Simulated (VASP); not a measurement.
# ZnSe (F-43m) in VASP: notebook

Runs on ZnSe. Level: PBEsol. Tasks: single point, relaxation of cell and atoms.

Everything below comes from runs of VASP 6.6.1. Logs are shortened: lines on timing, memory, paths and dates and some standing lists are left out, and cuts for length are marked.

## (1) The cell of the first run

The structure is cubic, space group F-43m (No. 216). The conventional cell has a = 5.579 Å, b = 5.579 Å, c = 5.579 Å, α = 90.00°, β = 90.00°, γ = 90.00°. Zn (site symmetry -43m) has 4 Se at 2.42 Å within 3.2 Å. Se (site symmetry -43m) has 4 Zn at 2.42 Å within 3.2 Å.

## (2) Single point, PBEsol

INCAR reads:

```
  PREC = Accurate
  ENCUT = 520
  EDIFF = 1E-7
  ISMEAR = 0
  SIGMA = 0.01
  LREAL = F
  LASPH = T
  NELM = 80
  ALGO = Normal
  ISIF = 2
  LWAVE = F
  LCHARG = T
  GGA = PS
  LELF = T
  LVHAR = T
  NBANDS = 16
```

KPOINTS reads:

```
Automatic mesh
0
Gamma
  8 8 8
```

POSCAR reads:

```
ZnSe
1.0
    0.0000000000      2.7896089410      2.7896089410
    2.7896089410      0.0000000000      2.7896089410
    2.7896089410      2.7896089410      0.0000000000
Zn Se
1 1
Direct
    0.0000000000      0.0000000000      0.0000000000
    0.7500000000      0.7500000000      0.7500000000
```

Potentials or basis: VASP PAW PBE potentials, release 64 (Zn, Se).

The run is started by

```console
> cat potpaw_PBE.64/Zn/POTCAR potpaw_PBE.64/Se/POTCAR > POTCAR
> mpirun -np 1 vasp_std > vasp.out
```

OUTCAR:

```text
PREC = Accurate
   ENCUT = 520
   EDIFF = 1E-7
   ISMEAR = 0
   LREAL = F
   LASPH = T
   NELM = 80
   ISIF = 2
   GGA = PS

 ion  position               nearest neighbor table
   1  0.000  0.000  0.000-   2 2.42   2 2.42   2 2.42   2 2.42
   2  0.750  0.750  0.750-   1 2.42   1 2.42   1 2.42   1 2.42

  LATTYP: Found a face centered cubic cell.
 ALAT       =     5.5792178820

  Lattice vectors:

 A1 = (   0.0000000000,   2.7896089410,   2.7896089410)
 A2 = (   2.7896089410,   0.0000000000,   2.7896089410)
 A3 = (   2.7896089410,   2.7896089410,   0.0000000000)

Analysis of symmetry for initial positions (statically):
=====================================================================
 Subroutine PRICEL returns:
 Original cell was already a primitive cell.

 Routine SETGRP: Setting up the symmetry group for a
 face centered cubic supercell.

 Subroutine GETGRP returns: Found 24 space group operations
 (whereof 24 operations were pure point group operations)
 out of a pool of 48 trial point group operations.

The static configuration has the point symmetry T_d .

Analysis of symmetry for dynamics (positions and initial velocities):
=====================================================================
 Subroutine PRICEL returns:
 Original cell was already a primitive cell.

 Routine SETGRP: Setting up the symmetry group for a
 face centered cubic supercell.

 Subroutine GETGRP returns: Found 24 space group operations
 (whereof 24 operations were pure point group operations)
 out of a pool of 48 trial point group operations.

The dynamic configuration has the point symmetry T_d .

 Subroutine INISYM returns: Found 24 space group operations
 (whereof 24 operations are pure point group operations),
 and found     1 'primitive' translations

----------------------------------------------------------------------------------------

                                     Primitive cell

  volume of cell :      43.4170

  direct lattice vectors                    reciprocal lattice vectors
     0.000000000  2.789608941  2.789608941    -0.179236592  0.179236592  0.179236592
     2.789608941  0.000000000  2.789608941     0.179236592 -0.179236592  0.179236592
     2.789608941  2.789608941  0.000000000     0.179236592  0.179236592 -0.179236592

  length of vectors
     3.945102798  3.945102798  3.945102798     0.310446884  0.310446884  0.310446884

  position of ions in fractional coordinates (direct lattice)
     0.000000000  0.000000000  0.000000000
     0.750000000  0.750000000  0.750000000

  ion indices of the primitive-cell ions
   primitive index   ion index
                 1           1
                 2           2

----------------------------------------------------------------------------------------

 KPOINTS: Automatic mesh

Automatic generation of k-mesh.
 Grid dimensions read from file:
 generate k-points for:    8    8    8

 Generating k-lattice:

  Cartesian coordinates                     Fractional coordinates (reciprocal lattice)
    -0.022404574  0.022404574  0.022404574     0.125000000  0.000000000  0.000000000
     0.022404574 -0.022404574  0.022404574     0.000000000  0.125000000  0.000000000
     0.022404574  0.022404574 -0.022404574     0.000000000  0.000000000  0.125000000

  Length of vectors
     0.038805861  0.038805861  0.038805861

  Shift w.r.t. Gamma in fractional coordinates (k-lattice)
     0.000000000  0.000000000  0.000000000

 Subroutine IBZKPT returns following result:
 ===========================================

 Found     29 irreducible k-points:

 Following reciprocal coordinates:
            Coordinates               Weight
  0.000000  0.000000  0.000000      1.000000
  0.125000  0.000000  0.000000      8.000000
  0.250000  0.000000  0.000000      8.000000
  0.375000  0.000000  0.000000      8.000000
  0.500000  0.000000  0.000000      4.000000
  0.125000  0.125000  0.000000      6.000000
[... 16 lines left out ...]
  0.500000  0.250000  0.125000     48.000000
 -0.375000  0.250000  0.125000     24.000000
 [... further k-points ...]
   k-points           NKPTS =     29   k-points in BZ     NKDIM =     29   number of bands    NBANDS=     16
   number of dos      NEDOS =    301   number of ions     NIONS =      2
   total plane-waves  NPLWV =  27000
   dimension x,y,z NGX =    30 NGY =   30 NGZ =   30
   dimension x,y,z NGXF=    60 NGYF=   60 NGZF=   60
   ions per type =               1   1
   NGX,Y,Z   is equivalent  to a cutoff of  12.64, 12.64, 12.64 a.u.
   NGXF,Y,Z  is equivalent  to a cutoff of  25.28, 25.28, 25.28 a.u.
 SYSTEM =  unknown system
   PREC   = accura    normal or accurate (medium, high low for compatibility)
   ISTART =      0    job   : 0-new  1-cont  2-samecut
   ICHARG =      2    charge: 1-file 2-atom 10-const
   ISPIN  =      1    spin polarized calculation?
   LNONCOLLINEAR =      F non collinear calculations
   LSORBIT =      F    spin-orbit coupling
   LASPH  =      T    aspherical Exc in radial PAW
   ENCUT  =  520.0 eV  38.22 Ry    6.18 a.u.   7.34  7.34  7.34*2*pi/ulx,y,z
   NELM   =     80;   NELMIN=  2; NELMDL= -5     # of ELM steps
   EDIFF  = 0.1E-06   stopping-criterion for ELM
   LREAL  =      F    real-space projection
   EDIFFG = 0.1E-05   stopping-criterion for IOM
   NSW    =      0    number of steps for IOM
   IBRION =     -1    ionic relax: 0-MD 1-quasi-New 2-CG
   NFREE  =      0    steps in history (QN), initial steepest desc. (CG)
   ISIF   =      2    stress and relaxation
   ISYM   =      2    0-nonsym 1-usesym 2-fastsym
   POTIM  = 0.5000    time-step for ionic-motion
   TEBEG  =    0.0;   TEEND  =   0.0 temperature during run
   PSTRESS=    0.0 pullay stress
   NELECT =      18.0000    total number of electrons
   NUPDOWN=      -1.0000    fix difference up-down
   EMIN   =  10.00;   EMAX   =-10.00  energy-range for DOS
   EFERMI =   0.00;   METHOD = LEGACY
   ISMEAR =     0;   SIGMA  =   0.01  broadening in eV -4-tet -1-fermi 0-gaus
   EFERMI_NEDOS =   21; number of points for ismear=-14 and -15
   IALGO  =     38    algorithm
   IMIX   =      4    mixing-type and parameters
     AMIX     =   0.40;   BMIX     =  1.00
     AMIX_MAG =   1.60;   BMIX_MAG =  1.00
  volume/ion in A,a.u.               =      21.71       146.50
  Fermi-wavevector in a.u.,A,eV,Ry     =   1.220710  2.306807 20.274474  1.490132
  Thomas-Fermi vector in A             =   2.355917
   LORBIT       =      0    0 simple, 1 ext, 2 COOP (PROOUT), +10 PAW based schemes
   GGA     = PS    functional components
   LHFCALC =     F    Hartree Fock is set to
   AEXX    =    0.0000 exact exchange contribution
   IVDW    =     0    specifies the selected vdW correction
   LEPSILON=     F    determine dielectric tensor
   LRPA    =     F    only Hartree local field effects (RPA)
 non-spin polarized calculation
 Gauss-broadening in eV      SIGMA  =   0.01
  energy-cutoff  :      520.00
  volume of cell :       43.42
 maximum number of plane-waves:      1211
 NGX is ok and might be reduce to    30
   NGX = 15   NGY = 15   NGZ = 15

 number of electron      17.9999984 magnetization

 Free energy of the ion-electron system (eV)
  ---------------------------------------------------
  ext. energy  EPLUGINS =         0.00000000
  ---------------------------------------------------
  free energy    TOTEN  =        -6.76295660 eV

  energy without entropy =       -6.76295660  energy(sigma->0) =       -6.76295660

 E-fermi :   1.9591     XC(G=0):  -9.7423

 val. band max:        1.9039130473   @ k =   0.0000   0.0000   0.0000
 cond. band min:       3.2647794799   @ k =   0.0000   0.0000   0.0000
 fundamental gap:      1.3608664326
 Fermi energy:         1.9591070772

 k-point     1 :       0.0000    0.0000    0.0000
  band No.  band energies     occupation
      1     -11.6982      2.00000
      2      -4.8385      2.00000
      3      -4.8385      2.00000
      4      -4.8385      2.00000
      5      -4.4226      2.00000
      6      -4.4226      2.00000
[... 8 lines left out ...]
     15      13.4306      0.00000
     16      13.4306      0.00000

 k-point     2 :       0.1250    0.0000    0.0000
  band No.  band energies     occupation
      1     -11.5872      2.00000
      2      -4.8360      2.00000
      3      -4.8208      2.00000
      4      -4.8208      2.00000
      5      -4.4244      2.00000
      6      -4.4244      2.00000
[... 8 lines left out ...]
     15      12.5675      0.00000
     16      12.7064      0.00000

 k-point     3 :       0.2500    0.0000    0.0000
  band No.  band energies     occupation
      1     -11.2971      2.00000
      2      -4.7897      2.00000
      3      -4.7820      2.00000
      4      -4.7820      2.00000
      5      -4.4229      2.00000
      6      -4.4229      2.00000
[... 8 lines left out ...]
     15      12.3236      0.00000
     16      12.5124      0.00000

 k-point     4 :       0.3750    0.0000    0.0000
  band No.  band energies     occupation
      1     -10.9676      2.00000
      2      -4.7513      2.00000
      3      -4.7513      2.00000
      4      -4.5906      2.00000
      5      -4.4107      2.00000
      6      -4.4107      2.00000
[... 8 lines left out ...]
     15      13.5100      0.00000
     16      13.5100      0.00000
[... 324 lines left out ...]
 k-point    22 :       0.3750    0.2500    0.1250
  band No.  band energies     occupation
      1     -11.0690      2.00000
      2      -4.8114      2.00000
      3      -4.7266      2.00000
      4      -4.7017      2.00000
      5      -4.4409      2.00000
      6      -4.3946      2.00000
[... 8 lines left out ...]
     15      14.2579      0.00000
     16      15.4770      0.00000

 k-point    23 :       0.5000    0.2500    0.1250
  band No.  band energies     occupation
      1     -10.7928      2.00000
      2      -4.7414      2.00000
      3      -4.7004      2.00000
      4      -4.5700      2.00000
      5      -4.4103      2.00000
      6      -4.3583      2.00000
[... 8 lines left out ...]
     15      14.6091      0.00000
     16      15.6685      0.00000

 k-point    24 :      -0.3750    0.2500    0.1250
  band No.  band energies     occupation
      1     -10.6690      2.00000
      2      -4.7297      2.00000
      3      -4.6831      2.00000
      4      -4.4652      2.00000
      5      -4.4159      2.00000
      6      -4.1908      2.00000
[... 8 lines left out ...]
     15      14.6926      0.00000
     16      15.5835      0.00000

 [... further k-points ...]

------------------------ aborting loop because EDIFF is reached ----------------------------------------

  FORCE on cell =-STRESS in cart. coord.  units (eV):
  Direction    XX          YY          ZZ          XY          YZ          ZX
  --------------------------------------------------------------------------------------
  -------------------------------------------------------------------------------------
  Total        0.6298827      0.6298827      0.6298827      0.0000000      0.0000000      0.0000000
  in kB       23.2439676     23.2439676     23.2439676      0.0000000      0.0000000      0.0000000
  external PRESSURE =      23.2439676 kB  Pullay stress =       0.0000000 kB

 VOLUME and BASIS-vectors are now :
 -----------------------------------------------------------------------------
  energy-cutoff  :      520.00
  volume of cell :       43.42
      direct lattice vectors                 reciprocal lattice vectors
     0.000000000  2.789608941  2.789608941    -0.179236592  0.179236592  0.179236592
     2.789608941  0.000000000  2.789608941     0.179236592 -0.179236592  0.179236592
     2.789608941  2.789608941  0.000000000     0.179236592  0.179236592 -0.179236592

 POSITION                                       TOTAL-FORCE (eV/Angst)
 -----------------------------------------------------------------------------------
      0.00000      0.00000      0.00000        -0.000000     -0.000000     -0.000000
      4.18441      4.18441      4.18441         0.000000      0.000000      0.000000
 -----------------------------------------------------------------------------------
    total drift:                               -0.000001     -0.000001     -0.000001

  FREE ENERGIE OF THE ION-ELECTRON SYSTEM (eV)
  ---------------------------------------------------
  free  energy   TOTEN  =        -6.7629565991 eV

  energy  without entropy=       -6.7629565991  energy(sigma->0) =       -6.76295660
```

It took 18 s on 1 thread of AMD EPYC 7R13, shared host; peak memory 0.18 GiB.

What came out:

```
Free energy            : -6.7630 eV
Pressure               : 2.3 GPa
Band gap on the k mesh : 1.36 eV, direct
```

Caveat: the PAW data sets were made with another functional, which shifts forces and pressure a little. A hybrid or GW would open this gap; PBEsol tends to underestimate it.

## (3) Single point, PBEsol

This run uses another cell than the first one, of 21.17 Å³/atom, 0.975 times its volume.

INCAR reads:

```
SYSTEM = ZnSe
PREC = Accurate ; ENCUT = 520
EDIFF = 1E-6 ; ISMEAR = 0
SIGMA = 0.01 ; LREAL = .False.
LASPH = .True. ; NELM = 100
ALGO = Normal ; ISIF = 2
LWAVE = .False. ; LCHARG = .True.
GGA = PS ; LELF = .True.
LVHAR = .True. ; NBANDS = 16
```

KPOINTS reads:

```
Automatic mesh
0
Gamma
  8 8 8
  0 0 0
```

POSCAR reads:

```
ZnSe
1.0
    0.0000000000      2.7662892421      2.7662892421
    2.7662892421      0.0000000000      2.7662892421
    2.7662892421      2.7662892421      0.0000000000
Zn Se
1 1
Direct
    0.0000000000      0.0000000000      0.0000000000
    0.7500000000      0.7500000000      0.7500000000
```

Potentials or basis: VASP PAW PBE potentials, release 64 (Zn, Se).

The run is started by

```console
> cat potpaw_PBE.64/Zn/POTCAR potpaw_PBE.64/Se/POTCAR > POTCAR
> mpirun -np 1 vasp_std > vasp.out
```

OUTCAR:

```text
SYSTEM = ZnSe
   PREC = Accurate
   ENCUT = 520
   EDIFF = 1E-6
   ISMEAR = 0
   LREAL = .False.
   LASPH = .True.
   NELM = 100
   ISIF = 2
   GGA = PS

 ion  position               nearest neighbor table
   1  0.000  0.000  0.000-   2 2.40   2 2.40   2 2.40   2 2.40
   2  0.750  0.750  0.750-   1 2.40   1 2.40   1 2.40   1 2.40

  LATTYP: Found a face centered cubic cell.
 ALAT       =     5.5325784842

  Lattice vectors:

 A1 = (   0.0000000000,   2.7662892421,   2.7662892421)
 A2 = (   2.7662892421,   0.0000000000,   2.7662892421)
 A3 = (   2.7662892421,   2.7662892421,   0.0000000000)
[... 625 lines left out ...]
      4      -4.3235      2.00000
      5      -4.2684      2.00000
      6      -4.0309      2.00000
[... 8 lines left out ...]
     15      15.0103      0.00000
     16      15.9397      0.00000

 [... further k-points ...]
[... 5 lines left out ...]
  --------------------------------------------------------------------------------------
  -------------------------------------------------------------------------------------
  Total        1.1393903      1.1393903      1.1393903      0.0000000      0.0000000      0.0000000
  in kB       43.1181709     43.1181709     43.1181709      0.0000000      0.0000000      0.0000000
  external PRESSURE =      43.1181709 kB  Pullay stress =       0.0000000 kB

 VOLUME and BASIS-vectors are now :
 -----------------------------------------------------------------------------
  energy-cutoff  :      520.00
  volume of cell :       42.34
      direct lattice vectors                 reciprocal lattice vectors
     0.000000000  2.766289242  2.766289242    -0.180747549  0.180747549  0.180747549
     2.766289242  0.000000000  2.766289242     0.180747549 -0.180747549  0.180747549
     2.766289242  2.766289242  0.000000000     0.180747549  0.180747549 -0.180747549

 POSITION                                       TOTAL-FORCE (eV/Angst)
 -----------------------------------------------------------------------------------
      0.00000      0.00000      0.00000        -0.000000     -0.000000     -0.000000
      4.14943      4.14943      4.14943         0.000000      0.000000      0.000000
 -----------------------------------------------------------------------------------
    total drift:                               -0.000001     -0.000001     -0.000001

  FREE ENERGIE OF THE ION-ELECTRON SYSTEM (eV)
  ---------------------------------------------------
  free  energy   TOTEN  =        -6.7406809599 eV

  energy  without entropy=       -6.7406809599  energy(sigma->0) =       -6.74068096
```

OSZICAR:

```text
N       E                     dE             d eps       ncg     rms          rms(c)
DAV:   1     0.850343182534E+02    0.85034E+02   -0.89258E+03   928   0.132E+03
DAV:   2    -0.186470850237E+01   -0.86899E+02   -0.81150E+02  1040   0.252E+02
DAV:   3    -0.701103755686E+01   -0.51463E+01   -0.51269E+01  1112   0.602E+01
DAV:   4    -0.705102319636E+01   -0.39986E-01   -0.39981E-01  1136   0.558E+00
DAV:   5    -0.705119639284E+01   -0.17320E-03   -0.17320E-03  1168   0.342E-01    0.537E+00
DAV:   6    -0.676499257948E+01    0.28620E+00   -0.64203E-01  1192   0.284E+01    0.411E+00
DAV:   7    -0.674379341264E+01    0.21199E-01   -0.17787E-01  1096   0.412E+00    0.179E+00
DAV:   8    -0.674088033562E+01    0.29131E-02   -0.44512E-03  1304   0.776E-01    0.451E-01
DAV:   9    -0.674064352957E+01    0.23681E-03   -0.90938E-04  1072   0.329E-01    0.635E-02
DAV:  10    -0.674068188163E+01   -0.38352E-04   -0.19651E-04  1240   0.165E-01    0.230E-02
DAV:  11    -0.674068093983E+01    0.94180E-06   -0.26289E-05  1128   0.642E-02    0.637E-03
DAV:  12    -0.674068095991E+01   -0.20085E-07   -0.39024E-06  1160   0.127E-02
   1 F= -.67406810E+01 E0= -.67406810E+01  d E =-.859198E-24
```

stdout:

```text
POSCAR found type information on POSCAR ZnSe
 POSCAR found :  2 types and       2 ions
 scaLAPACK will be used
 -----------------------------------------------------------------------------
|                                                                             |
|                                                                             |
|     You enforced a specific xc type in the INCAR file but a different       |
|     I HOPE YOU KNOW WHAT YOU ARE DOING!                                     |
|                                                                             |
 -----------------------------------------------------------------------------

 LDA part: xc-table for (Slater+PW92), standard interpolation
 POSCAR, INCAR and KPOINTS ok, starting setup
 FFT: planning ... GRIDC
 FFT: planning ... GRID_SOFT
 FFT: planning ... GRID
 WAVECAR not read
 entering main loop
```

Run time: 18 s. Hardware: 1 thread of AMD EPYC 7R13, shared host; peak memory 0.17 GiB.

What came out:

```
Free energy            : -6.7407 eV
Pressure               : 4.3 GPa
Band gap on the k mesh : 1.47 eV, direct
```

Caveat: the PAW data sets were made with another functional, which shifts forces and pressure a little. A hybrid or GW would open this gap; PBEsol tends to underestimate it.

(Part 1 of 3 ends here.)
